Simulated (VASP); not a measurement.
# Rb (Cmcm) in VASP: notebook

The runs below take Rb through single point, with PBE+D3(BJ).

Program: VASP 6.6.1. These are calculated values, not measurements. Logs are shortened: lines on timing, memory, paths and dates and some standing lists are left out, and cuts for length are marked.

## 1. The cell of the first run

Symmetry: Cmcm, No. 63, orthorhombic system. Conventional cell: a = 4.666 Å, b = 8.166 Å, c = 8.563 Å, α = 90.00°, β = 90.00°, γ = 90.00°.

## 2. Single point, PBE+D3(BJ) (81.56 Å³/atom)

Input file INCAR:

```
SYSTEM = Rb
PREC = Accurate ; ENCUT = 520
EDIFF = 1E-7 ; ISMEAR = 0
SIGMA = 0.15 ; LREAL = .False.
LASPH = .True. ; NELM = 60
ALGO = Fast ; ISIF = 2
LWAVE = .False. ; LCHARG = .False.
GGA = PE ; IVDW = 12
NBANDS = 16
```

Input file KPOINTS:

```
regular mesh
0
Gamma
  12 12 6
  0 0 0
```

Input file POSCAR:

```
Rb
1.0
    2.3329329074     -4.0828539283      0.0000000000
    2.3329329074      4.0828539283      0.0000000000
    0.0000000000      0.0000000000      8.5626028402
Rb
2
Direct
    0.8359965595      0.1640034405      0.7500000000
    0.1640034405      0.8359965595      0.2500000000
```

Potentials or basis: VASP PAW PBE potentials, release 64 (Rb_sv).

Command:

```bash
$ cat potpaw_PBE.64/Rb_sv/POTCAR > POTCAR
$ mpirun -np 1 vasp_std > vasp.out
```

OUTCAR:

```text
SYSTEM = Rb
   PREC = Accurate
   ENCUT = 520
   EDIFF = 1E-7
   ISMEAR = 0
   LREAL = .False.
   LASPH = .True.
   NELM = 60
   ISIF = 2
   GGA = PE
   IVDW = 12
 IVDW          = 12

 ion  position               nearest neighbor table
   1  0.836  0.164  0.750-   2 5.05   2 5.05   2 5.07   2 5.07   2 5.07   2 5.07
   2  0.164  0.836  0.250-   1 5.05   1 5.05   1 5.07   1 5.07   1 5.07   1 5.07

  LATTYP: Found a base centered orthorhombic cell.
 ALAT       =     4.6658658148
 B/A-ratio  =     1.7500948764
 C/A-ratio  =     1.8351583993

  Lattice vectors:

 A1 = (   2.3329329074,  -4.0828539283,   0.0000000000)
 A2 = (   2.3329329074,   4.0828539283,   0.0000000000)
 A3 = (   0.0000000000,   0.0000000000,   8.5626028402)

Analysis of symmetry for initial positions (statically):
=====================================================================
 Subroutine PRICEL returns:
 Original cell was already a primitive cell.

 Routine SETGRP: Setting up the symmetry group for a
 base centered orthorhombic supercell.

 Subroutine GETGRP returns: Found  8 space group operations
 (whereof  4 operations were pure point group operations)
 out of a pool of  8 trial point group operations.

The static configuration has the point symmetry C_2h.
 The point group associated with its full space group is D_2h.

Analysis of symmetry for dynamics (positions and initial velocities):
=====================================================================
 Subroutine PRICEL returns:
 Original cell was already a primitive cell.

 Routine SETGRP: Setting up the symmetry group for a
 base centered orthorhombic supercell.

 Subroutine GETGRP returns: Found  8 space group operations
 (whereof  4 operations were pure point group operations)
 out of a pool of  8 trial point group operations.

The dynamic configuration has the point symmetry C_2h.
 The point group associated with its full space group is D_2h.

 Subroutine INISYM returns: Found  8 space group operations
 (whereof  4 operations are pure point group operations),
 and found     1 'primitive' translations

----------------------------------------------------------------------------------------

                                     Primitive cell

  volume of cell :     163.1180

  direct lattice vectors                    reciprocal lattice vectors
     2.332932907 -4.082853928  0.000000000     0.214322494 -0.122463357  0.000000000
     2.332932907  4.082853928  0.000000000     0.214322494  0.122463357  0.000000000
     0.000000000  0.000000000  8.562602840     0.000000000  0.000000000  0.116786918

  length of vectors
     4.702368781  4.702368781  8.562602840     0.246842876  0.246842876  0.116786918

  position of ions in fractional coordinates (direct lattice)
     0.835996560  0.164003440  0.750000000
     0.164003440  0.835996560  0.250000000

  ion indices of the primitive-cell ions
   primitive index   ion index
                 1           1
                 2           2

----------------------------------------------------------------------------------------

 KPOINTS: regular mesh

Automatic generation of k-mesh.
 Grid dimensions read from file:
 generate k-points for:   12   12    6

 Generating k-lattice:

  Cartesian coordinates                     Fractional coordinates (reciprocal lattice)
     0.017860208 -0.010205280  0.000000000     0.083333333  0.000000000  0.000000000
     0.017860208  0.010205280  0.000000000     0.000000000  0.083333333  0.000000000
     0.000000000  0.000000000  0.019464486     0.000000000  0.000000000  0.166666667

  Length of vectors
     0.020570240  0.020570240  0.019464486

  Shift w.r.t. Gamma in fractional coordinates (k-lattice)
     0.000000000  0.000000000  0.000000000

 Subroutine IBZKPT returns following result:
 ===========================================

 Found    172 irreducible k-points:

 Following reciprocal coordinates:
            Coordinates               Weight
  0.000000  0.000000  0.000000      1.000000
  0.083333  0.000000  0.000000      4.000000
  0.166667  0.000000  0.000000      4.000000
  0.250000  0.000000  0.000000      4.000000
  0.333333  0.000000  0.000000      4.000000
  0.416667  0.000000  0.000000      4.000000
[... 16 lines left out ...]
  0.500000  0.166667  0.000000      4.000000
 -0.416667  0.166667  0.000000      4.000000
 [... further k-points ...]
   k-points           NKPTS =    172   k-points in BZ     NKDIM =    172   number of bands    NBANDS=     16
   number of dos      NEDOS =    301   number of ions     NIONS =      2
   total plane-waves  NPLWV =  82944
   dimension x,y,z NGX =    36 NGY =   36 NGZ =   64
   dimension x,y,z NGXF=    72 NGYF=   72 NGZF=  128
   ions per type =               2
   NGX,Y,Z   is equivalent  to a cutoff of  12.73, 12.73, 12.43 a.u.
   NGXF,Y,Z  is equivalent  to a cutoff of  25.45, 25.45, 24.85 a.u.
 SYSTEM =  Rb
   PREC   = accura    normal or accurate (medium, high low for compatibility)
   ISTART =      0    job   : 0-new  1-cont  2-samecut
   ICHARG =      2    charge: 1-file 2-atom 10-const
   ISPIN  =      1    spin polarized calculation?
   LNONCOLLINEAR =      F non collinear calculations
   LSORBIT =      F    spin-orbit coupling
   LASPH  =      T    aspherical Exc in radial PAW
   ENCUT  =  520.0 eV  38.22 Ry    6.18 a.u.   8.74  8.74 15.92*2*pi/ulx,y,z
   NELM   =     60;   NELMIN=  2; NELMDL= -5     # of ELM steps
   EDIFF  = 0.1E-06   stopping-criterion for ELM
   LREAL  =      F    real-space projection
   EDIFFG = 0.1E-05   stopping-criterion for IOM
   NSW    =      0    number of steps for IOM
   IBRION =     -1    ionic relax: 0-MD 1-quasi-New 2-CG
   NFREE  =      0    steps in history (QN), initial steepest desc. (CG)
   ISIF   =      2    stress and relaxation
   ISYM   =      2    0-nonsym 1-usesym 2-fastsym
   POTIM  = 0.5000    time-step for ionic-motion
   TEBEG  =    0.0;   TEEND  =   0.0 temperature during run
   PSTRESS=    0.0 pullay stress
   NELECT =      18.0000    total number of electrons
   NUPDOWN=      -1.0000    fix difference up-down
   EMIN   =  10.00;   EMAX   =-10.00  energy-range for DOS
   EFERMI =   0.00;   METHOD = LEGACY
   ISMEAR =     0;   SIGMA  =   0.15  broadening in eV -4-tet -1-fermi 0-gaus
   EFERMI_NEDOS =   21; number of points for ismear=-14 and -15
   IALGO  =     68    algorithm
   IMIX   =      4    mixing-type and parameters
     AMIX     =   0.40;   BMIX     =  1.00
     AMIX_MAG =   1.60;   BMIX_MAG =  1.00
  volume/ion in A,a.u.               =      81.56       550.39
  Fermi-wavevector in a.u.,A,eV,Ry     =   0.785233  1.483875  8.389221  0.616590
  Thomas-Fermi vector in A             =   1.889527
   LORBIT       =      0    0 simple, 1 ext, 2 COOP (PROOUT), +10 PAW based schemes
   GGA     = PE    functional components
   LHFCALC =     F    Hartree Fock is set to
   AEXX    =    0.0000 exact exchange contribution
   IVDW    =    12    specifies the selected vdW correction
   LEPSILON=     F    determine dielectric tensor
   LRPA    =     F    only Hartree local field effects (RPA)
 non-spin polarized calculation
 RMM-DIIS sequential band-by-band and
 Gauss-broadening in eV      SIGMA  =   0.15
  energy-cutoff  :      520.00
  volume of cell :      163.12
 maximum number of plane-waves:      4416
   NGX = 17   NGY = 17   NGZ = 31

 number of electron      18.0000000 magnetization

 Free energy of the ion-electron system (eV)
  ---------------------------------------------------
  ext. energy  EPLUGINS =         0.00000000
  ---------------------------------------------------
  free energy    TOTEN  =        -1.83963754 eV

  energy without entropy =       -1.81929713  energy(sigma->0) =       -1.82946733

 E-fermi :   0.2765     XC(G=0):  -5.7349

 val. band max:        0.2635004213   @ k =  -0.3333   0.3333   0.3333
 cond. band min:       0.2779028171   @ k =   0.3333   0.0000   0.3333
 fundamental gap:      0.0144023958
 Fermi energy:         0.2764625108

 k-point     1 :       0.0000    0.0000    0.0000
  band No.  band energies     occupation
      1     -28.5882      2.00000
      2     -28.5846      2.00000
      3     -12.7283      2.00000
      4     -12.6273      2.00000
      5     -12.6201      2.00000
      6     -12.6177      2.00000
[... 8 lines left out ...]
     15       4.3120      0.00000
     16       4.3760      0.00000

 k-point     2 :       0.0833    0.0000    0.0000
  band No.  band energies     occupation
      1     -28.5877      2.00000
      2     -28.5841      2.00000
      3     -12.7253      2.00000
      4     -12.6287      2.00000
      5     -12.6273      2.00000
      6     -12.6222      2.00000
[... 8 lines left out ...]
     15       4.1281      0.00000
     16       4.4193      0.00000

 k-point     3 :       0.1667    0.0000    0.0000
  band No.  band energies     occupation
      1     -28.5862      2.00000
      2     -28.5829      2.00000
      3     -12.7167      2.00000
      4     -12.6568      2.00000
      5     -12.6478      2.00000
      6     -12.6297      2.00000
[... 8 lines left out ...]
     15       4.2032      0.00000
     16       4.2816      0.00000

 k-point     4 :       0.2500    0.0000    0.0000
  band No.  band energies     occupation
      1     -28.5841      2.00000
      2     -28.5814      2.00000
      3     -12.7041      2.00000
      4     -12.6952      2.00000
      5     -12.6853      2.00000
      6     -12.6396      2.00000
[... 8 lines left out ...]
     15       4.0699      0.00000
     16       4.4292      0.00000
[... 324 lines left out ...]
 k-point    22 :       0.4167    0.1667    0.0000
  band No.  band energies     occupation
      1     -28.5791      2.00000
      2     -28.5782      2.00000
      3     -12.7586      2.00000
      4     -12.7454      2.00000
      5     -12.6813      2.00000
      6     -12.6665      2.00000
[... 8 lines left out ...]
     15       3.3154      0.00000
     16       4.1154      0.00000

 k-point    23 :       0.5000    0.1667    0.0000
  band No.  band energies     occupation
      1     -28.5797      2.00000
      2     -28.5785      2.00000
      3     -12.7501      2.00000
      4     -12.7385      2.00000
      5     -12.6771      2.00000
      6     -12.6721      2.00000
[... 8 lines left out ...]
     15       3.3483      0.00000
     16       4.1565      0.00000

 k-point    24 :      -0.4167    0.1667    0.0000
  band No.  band energies     occupation
      1     -28.5812      2.00000
      2     -28.5794      2.00000
      3     -12.7291      2.00000
      4     -12.7226      2.00000
      5     -12.6841      2.00000
      6     -12.6643      2.00000
[... 8 lines left out ...]
     15       3.4852      0.00000
     16       4.3595      0.00000

 [... further k-points ...]

------------------------ aborting loop because EDIFF is reached ----------------------------------------

 Edisp (eV)   -0.22494

 E8    (eV) :    -0.1283

  FORCE on cell =-STRESS in cart. coord.  units (eV):
  Direction    XX          YY          ZZ          XY          YZ          ZX
  --------------------------------------------------------------------------------------
  -------------------------------------------------------------------------------------
  Total       0.43301     0.40946    -0.22050     0.00000     0.00000     0.00000
  in kB       4.25313     4.02179    -2.16578     0.00000     0.00000     0.00000
  external pressure =        2.04 kB  Pullay stress =        0.00 kB

 VOLUME and BASIS-vectors are now :
 -----------------------------------------------------------------------------
  energy-cutoff  :      520.00
  volume of cell :      163.12
      direct lattice vectors                 reciprocal lattice vectors
     2.332932907 -4.082853928  0.000000000     0.214322494 -0.122463357  0.000000000
     2.332932907  4.082853928  0.000000000     0.214322494  0.122463357  0.000000000
     0.000000000  0.000000000  8.562602840     0.000000000  0.000000000  0.116786918

 POSITION                                       TOTAL-FORCE (eV/Angst)
 -----------------------------------------------------------------------------------
      2.33293     -2.74365      6.42195         0.000000      0.000153      0.000000
      2.33293      2.74365      2.14065         0.000000     -0.000153      0.000000
 -----------------------------------------------------------------------------------
    total drift:                               -0.000000     -0.000000      0.000000

  FREE ENERGIE OF THE ION-ELECTRON SYSTEM (eV)
  ---------------------------------------------------
  free  energy   TOTEN  =        -2.0645762821 eV

  energy  without entropy=       -2.0442358646  energy(sigma->0) =       -2.05440607
```

It took 7 min on 1 thread of Intel Xeon 8259CL, shared host; peak memory 0.53 GiB.

What came out:

```yaml
Free_energy: -2.0646 eV
Pressure: 0.2 GPa
Band_gap_on_the_k_mesh: zero (bands 9 and 10 overlap by 2.65 eV)
Dispersion_energy_per_atom: -0.112 eV
```

Levels at points of the mesh, in eV from the Fermi level:
```
           k point  band 7  band 8  band 9  band 10  band 11  band 12
(0.00, 0.00, 0.00)  -12.89  -12.89   -2.12    -0.18     0.41     3.11
(0.50, 0.00, 0.00)  -12.92  -12.92    0.19     0.49     1.16     1.57
(0.50, 0.50, 0.00)  -12.92  -12.91    0.17     0.44     1.17     1.59
(0.00, 0.00, 0.50)  -12.89  -12.89   -1.49    -1.49     1.96     1.96
(0.50, 0.00, 0.50)  -12.93  -12.93    0.44     0.44     1.08     1.08
(0.50, 0.50, 0.50)  -12.92  -12.92    0.41     0.41     1.06     1.06
```

(Continued in part 2 of 2.)
